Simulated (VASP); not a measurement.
# Al2H5 (a cell with a defect) in VASP: density of states with PBE

Aim: the density of states of Al2H5 (a cell with a defect) with PBE.

Program: VASP 6.6.1. These are calculated values, not measurements. Logs are shortened: lines on timing, memory, paths and dates and some standing lists are left out, and cuts for length are marked.

### 1 The cell of the first run

The cell holds a defect, 7 atoms: a = 4.373 Å, b = 4.462 Å, c = 4.728 Å, α = 117.37°, β = 118.93°, γ = 61.10°.

### 2 Density of states, PBE

POSCAR

```
Al2H5
1.0
    2.2007310000      3.7782000000     -0.0619780000
   -2.2898680000      3.8296630000      0.0096890000
   -0.0337690000     -2.5626950000      3.9734510000
Al H
2 5
Direct
    0.0043850000      0.0031890000      0.9991950000
    0.5021270000      0.5093000000      0.5056150000
    0.8951580000      0.6180040000      0.7657680000
    0.2472800000      0.8782170000      0.7442590000
    0.6109820000      0.2436210000      0.7515060000
    0.7641320000      0.1154980000      0.2638740000
    0.3897100000      0.7353440000      0.2435510000
```

INCAR.step1

```
SYSTEM = Al2H5
PREC = Accurate
ENCUT = 520
EDIFF = 1E-7
ISMEAR = -1
SIGMA = 0.1
LREAL = .FALSE.
LASPH = .TRUE.
NELM = 100
ALGO = Normal
ISIF = 2
LWAVE = .FALSE.
LCHARG = .TRUE.
GGA = PE
NBANDS = 14
NELECT = 10.0
```

KPOINTS.step1

```
Automatic mesh
0
Gamma
  5 5 5
  0 0.5 0
```

INCAR.step2

```
SYSTEM = Al2H5
PREC = Accurate
ENCUT = 520
EDIFF = 1E-7
ISMEAR = -5
SIGMA = 0.1
LREAL = .FALSE.
LASPH = .TRUE.
NELM = 100
ALGO = Normal
ISIF = 2
LWAVE = .FALSE.
LCHARG = .FALSE.
GGA = PE
LORBIT = 11
NBANDS = 14
NEDOS = 2001
ICHARG = 11
NELECT = 10.0
```

KPOINTS.step2

```
regular mesh
0
G
  8 8 8
  0 0 0
```

Potentials or basis: VASP PAW PBE potentials, release 64 (Al, H).

Started as:

```console
$ cat potpaw_PBE.64/Al/POTCAR potpaw_PBE.64/H/POTCAR > POTCAR
$ cp INCAR.step1 INCAR
$ cp KPOINTS.step1 KPOINTS
$ mpirun -np 1 vasp_std > vasp.out
$ cp INCAR.step2 INCAR
$ cp KPOINTS.step2 KPOINTS
$ mpirun -np 1 vasp_std > vasp.out
```

OUTCAR:

```text
SYSTEM = Al2H5
   PREC = Accurate
   ENCUT = 520
   EDIFF = 1E-7
   ISMEAR = -5
   LREAL = .FALSE.
   LASPH = .TRUE.
   NELM = 100
   ISIF = 2
   GGA = PE
   LORBIT = 11
   ICHARG = 11
   NELECT = 10.0

 ion  position               nearest neighbor table
   1  0.004  0.003  0.999-   5 1.70   3 1.71   4 1.71   7 1.74   6 1.76   2 3.18   2 3.21   2 3.23
                             2 3.24   2 3.25   2 3.31
   2  0.502  0.509  0.506-   7 1.70   3 1.71   4 1.72   5 1.78   6 1.78   1 3.18   1 3.21   1 3.23
                             1 3.24   1 3.25   1 3.31
   3  0.895  0.618  0.766-   2 1.71   1 1.71
   4  0.247  0.878  0.744-   1 1.71   2 1.72
   5  0.611  0.244  0.752-   1 1.70   2 1.78
   6  0.764  0.115  0.264-   1 1.76   2 1.78
   7  0.390  0.735  0.244-   2 1.70   1 1.74

  LATTYP: Found a triclinic cell.
 ALAT       =     7.8130973733
 B/A-ratio  =     0.5710989873
 C/A-ratio  =     0.5930906532
 COS(alpha) =     0.0130187878
 COS(beta)  =     0.2667390325
 COS(gamma) =     0.8717278949

  Lattice vectors:

 A1 = (  -6.7804670000,   3.8811260000,   0.0813560000)
 A2 = (  -2.2898680000,   3.8296630000,   0.0096890000)
 A3 = (  -2.1669620000,  -1.2155050000,  -3.9114730000)

Analysis of symmetry for initial positions (statically):
=====================================================================
 Subroutine PRICEL returns:
 Original cell was already a primitive cell.

 Routine SETGRP: Setting up the symmetry group for a
 triclinic supercell.

 Subroutine GETGRP returns: Found  1 space group operations
 (whereof  1 operations were pure point group operations)
 out of a pool of  2 trial point group operations.

The static configuration has the point symmetry C_1 .

Analysis of symmetry for dynamics (positions and initial velocities):
=====================================================================
 Subroutine PRICEL returns:
 Original cell was already a primitive cell.

 Routine SETGRP: Setting up the symmetry group for a
 triclinic supercell.

 Subroutine GETGRP returns: Found  1 space group operations
 (whereof  1 operations were pure point group operations)
 out of a pool of  2 trial point group operations.

The dynamic configuration has the point symmetry C_1 .

 Subroutine INISYM returns: Found  1 space group operations
 (whereof  1 operations are pure point group operations),
 and found     1 'primitive' translations

----------------------------------------------------------------------------------------

                                     Primitive cell

  volume of cell :      67.5468

  direct lattice vectors                    reciprocal lattice vectors
     2.200731000  3.778200000 -0.061978000     0.225648139  0.134697010  0.088791146
    -2.289868000  3.829663000  0.009689000    -0.219901806  0.129427370  0.081605891
    -0.033769000 -2.562695000  3.973451000     0.004055882  0.001785408  0.252856376

  length of vectors
     4.372854153  4.462051997  4.728304015     0.277388238  0.267895073  0.252895205

  position of ions in fractional coordinates (direct lattice)
     0.004385000  0.003189000  0.999195000
     0.502127000  0.509300000  0.505615000
     0.895158000  0.618004000  0.765768000
     0.247280000  0.878217000  0.744259000
     0.610982000  0.243621000  0.751506000
     0.764132000  0.115498000  0.263874000
     0.389710000  0.735344000  0.243551000

  ion indices of the primitive-cell ions
   primitive index   ion index
                 1           1
                 2           2
                 3           3
                 4           4
                 5           5
                 6           6
                 7           7

----------------------------------------------------------------------------------------

 KPOINTS: regular mesh

Automatic generation of k-mesh.
 Grid dimensions read from file:
 generate k-points for:    8    8    8

 Generating k-lattice:

  Cartesian coordinates                     Fractional coordinates (reciprocal lattice)
     0.028206017  0.016837126  0.011098893     0.125000000 -0.000000000  0.000000000
    -0.027487726  0.016178421  0.010200736    -0.000000000  0.125000000  0.000000000
     0.000506985  0.000223176  0.031607047     0.000000000 -0.000000000  0.125000000

  Length of vectors
     0.034673530  0.033486884  0.031611901

  Shift w.r.t. Gamma in fractional coordinates (k-lattice)
     0.000000000  0.000000000  0.000000000

 TETIRR: Found   1536 inequivalent tetrahedra from     3072

 Subroutine IBZKPT returns following result:
 ===========================================

 Found    260 irreducible k-points:

 Following reciprocal coordinates:
            Coordinates               Weight
  0.000000  0.000000  0.000000      1.000000
  0.125000 -0.000000 -0.000000      2.000000
  0.250000 -0.000000 -0.000000      2.000000
  0.375000 -0.000000  0.000000      2.000000
  0.500000 -0.000000 -0.000000      1.000000
 -0.000000  0.125000  0.000000      2.000000
[... 16 lines left out ...]
  0.125000  0.375000 -0.000000      2.000000
  0.250000  0.375000  0.000000      2.000000
 [... further k-points ...]
   k-points           NKPTS =    260   k-points in BZ     NKDIM =    260   number of bands    NBANDS=     14
   number of dos      NEDOS =   2001   number of ions     NIONS =      7
   total plane-waves  NPLWV =  46656
   dimension x,y,z NGX =    36 NGY =   36 NGZ =   36
   dimension x,y,z NGXF=    72 NGYF=   72 NGZF=   72
   ions per type =               2   5
   NGX,Y,Z   is equivalent  to a cutoff of  13.69, 13.41, 12.66 a.u.
   NGXF,Y,Z  is equivalent  to a cutoff of  27.37, 26.83, 25.32 a.u.
 SYSTEM =  Al2H5
   PREC   = accura    normal or accurate (medium, high low for compatibility)
   ISTART =      0    job   : 0-new  1-cont  2-samecut
   ICHARG =     11    charge: 1-file 2-atom 10-const
   ISPIN  =      1    spin polarized calculation?
   LNONCOLLINEAR =      F non collinear calculations
   LSORBIT =      F    spin-orbit coupling
   LASPH  =      T    aspherical Exc in radial PAW
   ENCUT  =  520.0 eV  38.22 Ry    6.18 a.u.   8.13  8.30  8.79*2*pi/ulx,y,z
   NELM   =    100;   NELMIN=  2; NELMDL=  0     # of ELM steps
   EDIFF  = 0.1E-06   stopping-criterion for ELM
   LREAL  =      F    real-space projection
   EDIFFG = 0.1E-05   stopping-criterion for IOM
   NSW    =      0    number of steps for IOM
   IBRION =     -1    ionic relax: 0-MD 1-quasi-New 2-CG
   NFREE  =      0    steps in history (QN), initial steepest desc. (CG)
   ISIF   =      2    stress and relaxation
   ISYM   =      2    0-nonsym 1-usesym 2-fastsym
   POTIM  = 0.5000    time-step for ionic-motion
   TEBEG  =    0.0;   TEEND  =   0.0 temperature during run
   PSTRESS=    0.0 pullay stress
   NELECT =      10.0000    total number of electrons
   NUPDOWN=      -1.0000    fix difference up-down
   EMIN   =  10.00;   EMAX   =-10.00  energy-range for DOS
   EFERMI =   0.00;   METHOD = LEGACY
   ISMEAR =    -5;   SIGMA  =   0.10  broadening in eV -4-tet -1-fermi 0-gaus
   EFERMI_NEDOS =   21; number of points for ismear=-14 and -15
   IALGO  =     38    algorithm
   IMIX   =      4    mixing-type and parameters
     AMIX     =   0.40;   BMIX     =  1.00
     AMIX_MAG =   1.60;   BMIX_MAG =  1.00
  volume/ion in A,a.u.               =       9.65        65.12
  Fermi-wavevector in a.u.,A,eV,Ry     =   0.866044  1.636586 10.204806  0.750032
  Thomas-Fermi vector in A             =   1.984375
   LORBIT       =     11    0 simple, 1 ext, 2 COOP (PROOUT), +10 PAW based schemes
   GGA     = PE    functional components
   LHFCALC =     F    Hartree Fock is set to
   AEXX    =    0.0000 exact exchange contribution
   IVDW    =     0    specifies the selected vdW correction
   LEPSILON=     F    determine dielectric tensor
   LRPA    =     F    only Hartree local field effects (RPA)
 non-spin polarized calculation
 Fermi weights with tetrahedron method with Bloechl corrections
  energy-cutoff  :      520.00
  volume of cell :       67.55
 maximum number of plane-waves:      1836
 NGX is ok and might be reduce to    36

 number of electron      10.0000000 magnetization

 Free energy of the ion-electron system (eV)
  ---------------------------------------------------
  ext. energy  EPLUGINS =         0.00000000
  ---------------------------------------------------
  free energy    TOTEN  =       -25.89324365 eV

  energy without entropy =      -25.89324365  energy(sigma->0) =      -25.89324365

 E-fermi :   0.8957     XC(G=0):  -8.2337

 val. band max:        0.9051228341   @ k =   0.2500   0.2500   0.1250
 cond. band min:       0.8571301383   @ k =   0.5000   0.5000   0.0000
 fundamental gap:     -0.0479926958
 Fermi energy:         0.8956584591

 k-point     1 :       0.0000    0.0000    0.0000
  band No.  band energies     occupation
      1      -7.2187      2.00000
      2      -1.2039      2.00000
      3      -0.7127      2.00000
      4       0.1087      2.00000
      5       0.8887      1.99649
      6       3.2914      0.00000
      7       5.1648      0.00000
      8       7.1186      0.00000
      9       7.2908      0.00000
     10       7.4323      0.00000
     11       8.3755      0.00000
     12       8.5515      0.00000
     13       8.5729      0.00000
     14      10.8720      0.00000

 k-point     2 :       0.1250   -0.0000   -0.0000
  band No.  band energies     occupation
      1      -7.0644      2.00000
      2      -1.2613      2.00000
      3      -1.0451      2.00000
      4      -0.1132      2.00000
      5       0.7525      2.00081
      6       3.5119      0.00000
      7       4.9500      0.00000
      8       6.8621      0.00000
      9       7.1781      0.00000
     10       7.5213      0.00000
     11       8.0521      0.00000
     12       9.1393      0.00000
     13       9.8215      0.00000
     14      11.7636      0.00000

 k-point     3 :       0.2500   -0.0000   -0.0000
  band No.  band energies     occupation
      1      -6.6064      2.00000
      2      -2.2763      2.00000
      3      -1.0574      2.00000
      4      -0.3610      2.00000
      5       0.3952      2.00000
      6       3.5278      0.00000
      7       4.7918      0.00000
      8       6.3317      0.00000
      9       7.4270      0.00000
     10       7.6610      0.00000
     11       8.8733      0.00000
     12      10.7387      0.00000
     13      11.6847      0.00000
     14      13.5861      0.00000
[... 324 lines left out ...]
 k-point    23 :       0.1250    0.3750   -0.0000
  band No.  band energies     occupation
      1      -6.1316      2.00000
      2      -3.1338      2.00000
      3      -1.3490      2.00000
      4      -0.5984      2.00000
      5       0.5907      2.00000
      6       2.7178      0.00000
      7       6.0895      0.00000
      8       6.4732      0.00000
      9       7.5741      0.00000
     10       8.8125      0.00000
     11       9.6912      0.00000
     12      11.1796      0.00000
     13      12.1148      0.00000
     14      13.1528      0.00000

 k-point    24 :       0.2500    0.3750    0.0000
  band No.  band energies     occupation
      1      -6.0308      2.00000
      2      -2.4945      2.00000
      3      -1.7653      2.00000
      4      -1.3034      2.00000
      5       0.7715      2.00898
      6       1.7466      0.00000
      7       7.0659      0.00000
      8       7.2586      0.00000
      9       7.7427      0.00000
     10       8.8557      0.00000
     11       9.8556      0.00000
     12      11.1446      0.00000
     13      12.2717      0.00000
     14      12.9281      0.00000

 [... further k-points ...]
[... 5 lines left out ...]
  --------------------------------------------------------------------------------------
  -------------------------------------------------------------------------------------
  Total       -8.5079869     -6.0136984     -7.2411159     -0.0263969      1.8710866      0.3000805
  in kB     -201.8053426   -142.6420218   -171.7557732     -0.6261210     44.3812702      7.1177648
  external PRESSURE =    -172.0677125 kB  Pullay stress =       0.0000000 kB

 VOLUME and BASIS-vectors are now :
 -----------------------------------------------------------------------------
  energy-cutoff  :      520.00
  volume of cell :       67.55
      direct lattice vectors                 reciprocal lattice vectors
     2.200731000  3.778200000 -0.061978000     0.225648139  0.134697010  0.088791146
    -2.289868000  3.829663000  0.009689000    -0.219901806  0.129427370  0.081605891
    -0.033769000 -2.562695000  3.973451000     0.004055882  0.001785408  0.252856376

 POSITION                                       TOTAL-FORCE (eV/Angst)
 -----------------------------------------------------------------------------------
     -0.03139     -2.53185      3.97001         0.594911     -1.658914     -0.866975
     -0.07826      2.55185      1.98285         0.814604      1.297728      1.154465
      0.52900      3.78640      2.99325        -0.014435     -0.123197     -0.061502
     -1.49194      2.39024      2.95046        -0.211683      0.073463     -0.021676
      0.76137      1.31552      2.95057        -0.439990      0.203462     -0.181979
      1.40826      2.65313      1.00225        -0.413997     -0.017427      0.121196
     -0.83442      3.66438      0.95071        -0.329411      0.224885     -0.143528
 -----------------------------------------------------------------------------------
    total drift:                                0.001590     -0.000259      0.000590

  FREE ENERGIE OF THE ION-ELECTRON SYSTEM (eV)
  ---------------------------------------------------
  free  energy   TOTEN  =       -25.8932436531 eV

  energy  without entropy=      -25.8932436531  energy(sigma->0) =      -25.89324365

 total charge

# of ion       s       p       d       tot
------------------------------------------
    1        0.345   0.320   0.000   0.664
    2        0.344   0.318   0.000   0.662
    3        0.576   0.005   0.000   0.582
    4        0.567   0.005   0.000   0.572
    5        0.555   0.005   0.000   0.560
    6        0.545   0.005   0.000   0.550
    7        0.568   0.005   0.000   0.574
--------------------------------------------------
tot          3.499   0.664   0.000   4.164
```

Run time: 3.3 min. Hardware: 1 thread of Intel Xeon Platinum 8375C at 2.90GHz (Ice Lake), shared host; peak memory 0.34 GiB.

What came out:

```yaml
Valence_electrons_inside_the_program's_atomic_spheres: Al 0.66; H 0.58, 0.57, 0.56, 0.55
```

Levels at points of the mesh, in eV from the Fermi level:
| k point | band 1 | band 2 | band 3 | band 4 | band 5 | band 6 | band 7 | band 8 | band 9 | band 10 |
| --- | --- | --- | --- | --- | --- | --- | --- | --- | --- | --- |
| (0.00, 0.00, 0.00) | -8.11 | -2.10 | -1.61 | -0.79 | -0.01 | 2.40 | 4.27 | 6.22 | 6.40 | 6.54 |
| (0.50, 0.00, 0.00) | -5.94 | -5.50 | -1.66 | -1.32 | -1.30 | 2.15 | 4.19 | 4.41 | 8.11 | 8.61 |
| (0.00, 0.50, 0.00) | -6.19 | -5.47 | -1.55 | -1.26 | -1.10 | 2.40 | 4.53 | 4.63 | 7.89 | 8.43 |
| (0.50, 0.50, 0.00) | -6.04 | -3.83 | -3.06 | -2.91 | -0.42 | -0.04 | 6.28 | 7.62 | 8.02 | 9.10 |
| (0.00, 0.00, 0.50) | -6.38 | -5.71 | -1.21 | -1.08 | -0.91 | 2.73 | 5.13 | 5.40 | 8.47 | 8.56 |
| (0.50, 0.00, 0.50) | -5.77 | -4.25 | -3.30 | -2.90 | -1.50 | 2.59 | 6.14 | 7.78 | 8.29 | 8.40 |
| (0.00, 0.50, 0.50) | -5.64 | -4.28 | -3.52 | -2.89 | -1.58 | 2.81 | 6.18 | 7.51 | 8.20 | 8.76 |
| (0.50, 0.50, 0.50) | -6.03 | -5.49 | -1.68 | -1.28 | -1.12 | 2.35 | 4.07 | 4.39 | 8.01 | 8.25 |

Caveat: the cell carries a net charge on a neutralising background, which shifts energy and pressure; the cell is charged against a uniform background, so pressure and absolute levels hang on convention; tetrahedron occupations give inexact forces and stress in metals.
